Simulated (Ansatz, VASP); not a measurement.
# Two plane-wave programs on ZrH

File INCAR:

```
SYSTEM = ZrH
PREC     = Accurate       ! precision mode
ENCUT    = 600            ! plane-wave cutoff, eV
EDIFF    = 1E-7           ! SCF threshold, eV
ISMEAR   = 0              ! smearing method
SIGMA    = 0.1            ! smearing width, eV
LREAL    = .FALSE.        ! projectors in reciprocal space
LASPH    = .TRUE.         ! aspherical terms in the spheres
NELM     = 80             ! most SCF steps
ALGO     = Normal         ! electronic algorithm
ISIF     = 3              ! what is computed and relaxed
LWAVE    = .FALSE.        ! write WAVECAR
LCHARG   = .FALSE.        ! write CHGCAR
GGA      = CA             ! functional
IBRION   = 2              ! ionic algorithm
NSW      = 100            ! ionic steps
EDIFFG   = -0.005         ! ionic threshold
```

The input KPOINTS:

```
Automatic mesh
0
G
  18 18 18
  0 0 0
```

File POSCAR:

```
ZrH
1.0
   -1.6439080000      1.6439080000      2.5043990000
    1.6439080000     -1.6439080000      2.5043990000
    1.6439080000      1.6439080000     -2.5043990000
Zr H
1 1
Direct
    0.0000000000      0.0000000000      0.0000000000
    0.7500000000      0.2500000000      0.5000000000
```

Input for Ansatz:

```yaml
crystal:
  lattice:
    - [-1.643908, 1.643908, 2.504399]
    - [1.643908, -1.643908, 2.504399]
    - [1.643908, 1.643908, -2.504399]
  atoms:
    - { symbol: Zr, position: [0.0, 0.0, 0.0] }
    - { symbol: H, position: [0.75, 0.25, 0.5] }
basis:
  ecutwfc: 520.0
kpoints:
  mp_grid: { grid: [18, 18, 18] }
hamiltonian:
  xc: lda
scf:
  occupations: { method: gaussian, width: 0.1 }
output:
  forces: true
  stress: true
  eigenvalues: true
relax:
  adjacent_minimum: "off"
  f_tol: 0.005
  max_steps: 80
  cell: { stress_tol: 0.05 }
```

Alike in both runs: task relaxation of cell and atoms; functional LDA; k mesh 18 × 18 × 18; occupations gaussian, width 0.1 eV; no spin polarisation.

|  | VASP | Ansatz |
| --- | --- | --- |
| version | VASP 6.6.1 | Ansatz 0.2.0 |
| potentials or method | VASP PAW LDA potentials, release 64 (Zr_sv, H), cutoff 600 eV | scalar-relativistic, plane waves, PAW |
| valence electrons in the cell | 13 | 13 |

|  | VASP | Ansatz | Ansatz less VASP |
| --- | --- | --- | --- |
| gap on the k mesh at the Fermi level, each at its own relaxed structure (eV) | none | none | - |
| relaxed volume (Å³/atom) | 12.76 | 12.73 | -0.024 |
| relaxed length of the cell vector where the two differ most in proportion (Å) | 3.368 | 3.365 | -0.0027 |

LDA's correlation is that of Perdew and Zunger in VASP and of Perdew and Wang (1992) in Ansatz. A gap of «none» marks a metal or a gap that the smearing closes.
